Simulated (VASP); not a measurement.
# Sc (I4/mmm) in VASP: further runs

The runs below take Sc through single point, with PBE.

All numbers are computed with VASP 6.6.1; they aren't measurements. Logs are shortened: lines on timing, memory, paths and dates and some standing lists are left out, and cuts for length are marked.

### 1 The cell of the first run

Symmetry: I4/mmm, No. 139, tetragonal system. Conventional cell: a = 3.834 Å, b = 3.834 Å, c = 3.435 Å, α = 90.00°, β = 90.00°, γ = 90.00°. Within 4.2 Å of Sc (site symmetry 4/mmm) lie 14 Sc at 3.21 to 3.83 Å.

### 2 Single point, PBE

INCAR

```
SYSTEM = Sc
ALGO     = Fast           ! electronic algorithm
EDIFF    = 1E-6           ! SCF threshold, eV
ENCUT    = 520            ! plane-wave cutoff, eV
GGA      = PE             ! functional
ISIF     = 2              ! what is computed and relaxed
ISMEAR   = -1             ! smearing method
LASPH    = .TRUE.         ! aspherical terms in the spheres
LCHARG   = .TRUE.         ! write CHGCAR
LELF     = .TRUE.         ! ELF
LREAL    = .FALSE.        ! projectors in reciprocal space
LVHAR    = .TRUE.       
LWAVE    = .FALSE.        ! write WAVECAR
NBANDS   = 12             ! bands
NELM     = 60             ! most SCF steps
PREC     = Accurate       ! precision mode
SIGMA    = 0.05           ! smearing width, eV
```

KPOINTS

```
k-points
0
G
  10 10 10
  0 0 0
```

POSCAR

```
Sc
1.0
   -1.9172054859      1.9172054859      1.7176030000
    1.9172054859     -1.9172054859      1.7176030000
    1.9172054859      1.9172054859     -1.7176030000
Sc
1
Direct
    0.0000000000      0.0000000000      0.0000000000
```

Potentials or basis: VASP PAW PBE potentials, release 64 (Sc_sv).

On the command line:

```sh
cat potpaw_PBE.64/Sc_sv/POTCAR > POTCAR
mpirun -np 1 vasp_std > vasp.out
```

OUTCAR:

```text
SYSTEM = Sc
   EDIFF = 1E-6
   ENCUT = 520
   GGA = PE
   ISIF = 2
   ISMEAR = -1
   LASPH = .TRUE.
   LREAL = .FALSE.
   NELM = 60
   PREC = Accurate

 ion  position               nearest neighbor table
   1  0.000  0.000  0.000-

  LATTYP: Found a body centered tetragonal cell.
 ALAT       =     3.8344109718
 C/A-ratio  =     0.8958888406

  Lattice vectors:

 A1 = (  -1.9172054859,   1.9172054859,   1.7176030000)
 A2 = (   1.9172054859,  -1.9172054859,   1.7176030000)
 A3 = (   1.9172054859,   1.9172054859,  -1.7176030000)

Analysis of symmetry for initial positions (statically):
=====================================================================
 Subroutine PRICEL returns:
 Original cell was already a primitive cell.

 Routine SETGRP: Setting up the symmetry group for a
 body centered tetragonal supercell.

 Subroutine GETGRP returns: Found 16 space group operations
 (whereof 16 operations were pure point group operations)
 out of a pool of 16 trial point group operations.

The static configuration has the point symmetry D_4h.

Analysis of symmetry for dynamics (positions and initial velocities):
=====================================================================
 Subroutine PRICEL returns:
 Original cell was already a primitive cell.

 Routine SETGRP: Setting up the symmetry group for a
 body centered tetragonal supercell.

 Subroutine GETGRP returns: Found 16 space group operations
 (whereof 16 operations were pure point group operations)
 out of a pool of 16 trial point group operations.

The dynamic configuration has the point symmetry D_4h.

 Subroutine INISYM returns: Found 16 space group operations
 (whereof 16 operations are pure point group operations),
 and found     1 'primitive' translations

----------------------------------------------------------------------------------------

                                     Primitive cell

  volume of cell :      25.2534

  direct lattice vectors                    reciprocal lattice vectors
    -1.917205486  1.917205486  1.717603000     0.000000000  0.260796249  0.291103357
     1.917205486 -1.917205486  1.717603000     0.260796249  0.000000000  0.291103357
     1.917205486  1.917205486 -1.717603000     0.260796249  0.260796249  0.000000000

  length of vectors
     3.209597142  3.209597142  3.209597142     0.390839927  0.390839927  0.368821593

  position of ions in fractional coordinates (direct lattice)
     0.000000000  0.000000000  0.000000000

  ion indices of the primitive-cell ions
   primitive index   ion index
                 1           1

----------------------------------------------------------------------------------------

 KPOINTS: k-points

Automatic generation of k-mesh.
 Grid dimensions read from file:
 generate k-points for:   10   10   10

 Generating k-lattice:

  Cartesian coordinates                     Fractional coordinates (reciprocal lattice)
     0.000000000  0.026079625  0.029110336     0.100000000 -0.000000000  0.000000000
     0.026079625  0.000000000  0.029110336    -0.000000000  0.100000000  0.000000000
     0.026079625  0.026079625  0.000000000     0.000000000  0.000000000  0.100000000

  Length of vectors
     0.039083993  0.039083993  0.036882159

  Shift w.r.t. Gamma in fractional coordinates (k-lattice)
     0.000000000  0.000000000  0.000000000

 Subroutine IBZKPT returns following result:
 ===========================================

 Found    102 irreducible k-points:

 Following reciprocal coordinates:
            Coordinates               Weight
  0.000000  0.000000  0.000000      1.000000
  0.100000  0.000000 -0.000000      8.000000
  0.200000  0.000000 -0.000000      8.000000
  0.300000  0.000000  0.000000      8.000000
  0.400000 -0.000000  0.000000      8.000000
  0.500000 -0.000000  0.000000      4.000000
[... 16 lines left out ...]
  0.300000  0.300000 -0.000000      8.000000
  0.400000  0.300000 -0.000000     16.000000
 [... further k-points ...]
   k-points           NKPTS =    102   k-points in BZ     NKDIM =    102   number of bands    NBANDS=     12
   number of dos      NEDOS =    301   number of ions     NIONS =      1
   total plane-waves  NPLWV =  13824
   dimension x,y,z NGX =    24 NGY =   24 NGZ =   24
   dimension x,y,z NGXF=    48 NGYF=   48 NGZF=   48
   ions per type =               1
   NGX,Y,Z   is equivalent  to a cutoff of  12.43, 12.43, 12.43 a.u.
   NGXF,Y,Z  is equivalent  to a cutoff of  24.86, 24.86, 24.86 a.u.
 SYSTEM =  Sc
   PREC   = accura    normal or accurate (medium, high low for compatibility)
   ISTART =      0    job   : 0-new  1-cont  2-samecut
   ICHARG =      2    charge: 1-file 2-atom 10-const
   ISPIN  =      1    spin polarized calculation?
   LNONCOLLINEAR =      F non collinear calculations
   LSORBIT =      F    spin-orbit coupling
   LASPH  =      T    aspherical Exc in radial PAW
   ENCUT  =  520.0 eV  38.22 Ry    6.18 a.u.   5.97  5.97  5.97*2*pi/ulx,y,z
   NELM   =     60;   NELMIN=  2; NELMDL= -5     # of ELM steps
   EDIFF  = 0.1E-05   stopping-criterion for ELM
   LREAL  =      F    real-space projection
   EDIFFG = 0.1E-04   stopping-criterion for IOM
   NSW    =      0    number of steps for IOM
   IBRION =     -1    ionic relax: 0-MD 1-quasi-New 2-CG
   NFREE  =      0    steps in history (QN), initial steepest desc. (CG)
   ISIF   =      2    stress and relaxation
   ISYM   =      2    0-nonsym 1-usesym 2-fastsym
   POTIM  = 0.5000    time-step for ionic-motion
   TEBEG  =    0.0;   TEEND  =   0.0 temperature during run
   PSTRESS=    0.0 pullay stress
   NELECT =      11.0000    total number of electrons
   NUPDOWN=      -1.0000    fix difference up-down
   EMIN   =  10.00;   EMAX   =-10.00  energy-range for DOS
   EFERMI =   0.00;   METHOD = LEGACY
   ISMEAR =    -1;   SIGMA  =   0.05  broadening in eV -4-tet -1-fermi 0-gaus
   EFERMI_NEDOS =   21; number of points for ismear=-14 and -15
   IALGO  =     68    algorithm
   IMIX   =      4    mixing-type and parameters
     AMIX     =   0.40;   BMIX     =  1.00
     AMIX_MAG =   1.60;   BMIX_MAG =  1.00
  volume/ion in A,a.u.               =      25.25       170.42
  Fermi-wavevector in a.u.,A,eV,Ry     =   1.240983  2.345117 20.953486  1.540038
  Thomas-Fermi vector in A             =   2.375400
   LORBIT       =      0    0 simple, 1 ext, 2 COOP (PROOUT), +10 PAW based schemes
   GGA     = PE    functional components
   LHFCALC =     F    Hartree Fock is set to
   AEXX    =    0.0000 exact exchange contribution
   IVDW    =     0    specifies the selected vdW correction
   LEPSILON=     F    determine dielectric tensor
   LRPA    =     F    only Hartree local field effects (RPA)
 non-spin polarized calculation
 RMM-DIIS sequential band-by-band and
  energy-cutoff  :      520.00
  volume of cell :       25.25
 maximum number of plane-waves:       700
   NGX = 11   NGY = 11   NGZ = 11

 number of electron      11.0000004 magnetization

 Free energy of the ion-electron system (eV)
  ---------------------------------------------------
  ext. energy  EPLUGINS =         0.00000000
  ---------------------------------------------------
  free energy    TOTEN  =        -6.14964063 eV

  energy without entropy =       -6.12797846  energy(sigma->0) =       -6.13880955

 E-fermi :   3.6446     XC(G=0):  -9.7838

 val. band max:        3.6425887719   @ k =   0.3000   0.3000   0.1000
 cond. band min:       3.6453866501   @ k =  -0.2000  -0.4000   0.1000
 fundamental gap:      0.0027978782
 Fermi energy:         3.6446044153

 k-point     1 :       0.0000    0.0000    0.0000
  band No.  band energies     occupation
      1     -45.9903      2.00000
      2     -24.4215      2.00000
      3     -24.4215      2.00000
      4     -24.3923      2.00000
      5      -1.5375      2.00000
      6       4.6619      0.00000
      7       5.3511      0.00000
      8       5.3511      0.00000
      9       5.9880      0.00000
     10       6.7605      0.00000
     11      17.0439      0.00000
     12      17.0439      0.00000

 k-point     2 :       0.1000    0.0000   -0.0000
  band No.  band energies     occupation
      1     -45.9845      2.00000
      2     -24.4464      2.00000
      3     -24.4333      2.00000
      4     -24.4055      2.00000
      5      -1.2653      2.00000
      6       4.6794      0.00000
      7       5.2547      0.00000
      8       5.3739      0.00000
      9       6.0265      0.00000
     10       6.6454      0.00000
     11      16.9782      0.00000
     12      17.2928      0.00000

 k-point     3 :       0.2000    0.0000   -0.0000
  band No.  band energies     occupation
      1     -45.9695      2.00000
      2     -24.5354      2.00000
      3     -24.4639      2.00000
      4     -24.4152      2.00000
      5      -0.4970      2.00000
      6       4.4701      0.00000
      7       4.8593      0.00000
      8       5.7608      0.00000
      9       6.2355      0.00000
     10       6.4861      0.00000
     11      15.8788      0.00000
     12      16.5327      0.00000
[... 286 lines left out ...]
 k-point    23 :       0.3000    0.3000   -0.0000
  band No.  band energies     occupation
      1     -45.9250      2.00000
      2     -24.6940      2.00000
      3     -24.6250      2.00000
      4     -24.4678      2.00000
      5       3.0150      1.99999
      6       3.2831      1.99855
      7       3.8152      0.06379
      8       6.3095      0.00000
      9       7.0385      0.00000
     10       9.2051      0.00000
     11      10.4763      0.00000
     12      10.7389      0.00000

 k-point    24 :       0.4000    0.3000   -0.0000
  band No.  band energies     occupation
      1     -45.9270      2.00000
      2     -24.6930      2.00000
      3     -24.6190      2.00000
      4     -24.4580      2.00000
      5       2.9014      2.00000
      6       3.4216      1.97713
      7       3.7539      0.20208
      8       6.4364      0.00000
      9       6.6119      0.00000
     10       9.0398      0.00000
     11      10.2876      0.00000
     12      11.3462      0.00000

 [... further k-points ...]
[... 5 lines left out ...]
  --------------------------------------------------------------------------------------
  -------------------------------------------------------------------------------------
  Total       -0.1812043     -0.1812043     -0.0113784      0.0000000      0.0000000     -0.0000000
  in kB      -11.4963237    -11.4963237     -0.7218912      0.0000000      0.0000000     -0.0000000
  external PRESSURE =      -7.9048462 kB  Pullay stress =       0.0000000 kB

 VOLUME and BASIS-vectors are now :
 -----------------------------------------------------------------------------
  energy-cutoff  :      520.00
  volume of cell :       25.25
      direct lattice vectors                 reciprocal lattice vectors
    -1.917205486  1.917205486  1.717603000     0.000000000  0.260796249  0.291103357
     1.917205486 -1.917205486  1.717603000     0.260796249  0.000000000  0.291103357
     1.917205486  1.917205486 -1.717603000     0.260796249  0.260796249  0.000000000

 POSITION                                       TOTAL-FORCE (eV/Angst)
 -----------------------------------------------------------------------------------
      0.00000      0.00000      0.00000        -0.000000     -0.000000     -0.000000
 -----------------------------------------------------------------------------------
    total drift:                                0.000000      0.000000      0.000000

  FREE ENERGIE OF THE ION-ELECTRON SYSTEM (eV)
  ---------------------------------------------------
  free  energy   TOTEN  =        -6.1496406350 eV

  energy  without entropy=       -6.1279784571  energy(sigma->0) =       -6.13880955
```

It took 21 s on 1 thread of Intel Xeon Platinum 8488C (Sapphire Rapids), shared host; peak memory 0.15 GiB.

What came out:

| Item | Value |
| --- | --- |
| Free energy | -6.1496 eV |
| Pressure | -0.8 GPa |

### 3 Single point, PBE

INCAR

```
PREC = Accurate ; ENCUT = 520
EDIFF = 1E-6 ; ISMEAR = -1
SIGMA = 0.05 ; LREAL = False
LASPH = True ; NELM = 80
ALGO = Fast ; ISIF = 2
LWAVE = False ; LCHARG = False
GGA = PE ; NBANDS = 12
```

KPOINTS

```
regular mesh
0
Gamma
  10 10 10
```

POSCAR is that of step 2.

Potentials or basis: VASP PAW PBE potentials, release 64 (Sc_sv).

On the command line:

```sh
cat potpaw_PBE.64/Sc_sv/POTCAR > POTCAR
mpirun -np 1 vasp_std > vasp.out
```

Wall time 20 s (1 thread of Intel Xeon Platinum 8488C (Sapphire Rapids), shared host); peak memory 0.15 GiB.

The run converged. Its results:

- Free energy: -6.1496 eV
- Pressure: -0.8 GPa

Stress tensor (GPa, compression positive):
```
-1.15  0.00  0.00
 0.00 -1.15  0.00
 0.00  0.00 -0.07
```

Levels at points of the mesh, in eV from the Fermi level:
```tsv
k point	band 1	band 2	band 3	band 4	band 5	band 6	band 7	band 8	band 9	band 10
(0.00, 0.00, 0.00)	-49.63	-28.07	-28.07	-28.04	-5.18	1.02	1.71	1.71	2.34	3.12
(0.50, 0.00, 0.00)	-49.57	-28.41	-28.19	-28.08	-1.69	0.06	0.63	2.74	3.45	4.02
(0.50, 0.50, 0.00)	-49.58	-28.43	-28.13	-28.05	-1.83	0.06	0.86	2.25	2.87	3.98
(0.50, 0.50, 0.50)	-49.54	-28.34	-28.34	-28.24	-1.27	-1.05	3.73	3.73	3.86	5.23
```

(Continued in part 2 of 2.)
